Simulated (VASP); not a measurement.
Set up this calculation in VASP 6.6.1, as the native input.

```
Task                   : single point
Functional             : r2SCAN
Potentials or basis    : VASP PAW PBE potentials, release 64 (Na_pv, Cl)
Cutoff                 : 520 eV
k mesh                 : 8 × 8 × 8
Occupations            : fermi-dirac, width 0.02 eV
Spin                   : no spin polarisation
Dipole correction      : no
Further INCAR settings : ALGO = Normal; EDIFF = 1e-07; NBANDS = 14
```

Crystal: NaCl.

```
Na Cl
1.0
     0.00000    2.80270    2.80270
     2.80270    0.00000    2.80270
     2.80270    2.80270    0.00000
Na Cl
1 1
Direct
  0.00000 0.00000 0.00000
  0.50000 0.50000 0.50000
```

One way to write it, as run:

POSCAR

```
NaCl
1.0
    0.0000000000      2.8026987877      2.8026987877
    2.8026987877      0.0000000000      2.8026987877
    2.8026987877      2.8026987877      0.0000000000
Na Cl
1 1
Direct
    0.0000000000      0.0000000000      0.0000000000
    0.5000000000      0.5000000000      0.5000000000
```

INCAR.step1

```
ALGO     = Normal         # electronic algorithm
EDIFF    = 1E-4           # SCF threshold, eV
ENCUT    = 520            # plane-wave cutoff, eV
GGA      = PE             # functional
ISMEAR   = -1             # smearing method
LASPH    = T              # aspherical terms in the spheres
LCHARG   = F              # write CHGCAR
LREAL    = F              # projectors in reciprocal space
LWAVE    = T              # write WAVECAR
NBANDS   = 14             # bands
NELM     = 100            # most SCF steps
PREC     = Accurate       # precision mode
SIGMA    = 0.02           # smearing width, eV
```

INCAR.step2

```
ALGO     = Normal         # electronic algorithm
EDIFF    = 1E-7           # SCF threshold, eV
ENCUT    = 520            # plane-wave cutoff, eV
ISIF     = 2              # what is computed and relaxed
ISMEAR   = -1             # smearing method
ISTART   = 1            
LASPH    = T              # aspherical terms in the spheres
LCHARG   = F              # write CHGCAR
LMIXTAU  = T            
LREAL    = F              # projectors in reciprocal space
LWAVE    = F              # write WAVECAR
METAGGA  = R2SCAN         # meta-GGA
NBANDS   = 14             # bands
NELM     = 100            # most SCF steps
PREC     = Accurate       # precision mode
SIGMA    = 0.02           # smearing width, eV
```

KPOINTS

```
k-points
0
Gamma
  8 8 8
```

Potentials or basis: VASP PAW PBE potentials, release 64 (Na_pv, Cl).

Command:

```console
$ cat potpaw_PBE.64/Na_pv/POTCAR potpaw_PBE.64/Cl/POTCAR > POTCAR
$ cp INCAR.step1 INCAR
$ mpirun -np 1 vasp_std > vasp.out
$ cp INCAR.step2 INCAR
$ mpirun -np 1 vasp_std > vasp.out
```

It gave:

```yaml
Pressure: -0.2 GPa
Band_gap_on_the_k_mesh: 6.00 eV, direct
```

Caveat: the PAW data sets were made with another functional, which shifts forces and pressure a little.

Run time: 83 s on 1 thread of Intel(R) Xeon(R) Platinum 8259CL CPU @ 2.50GHz (Skylake/Cascade Lake) (shared host), peak memory 0.17 GiB.
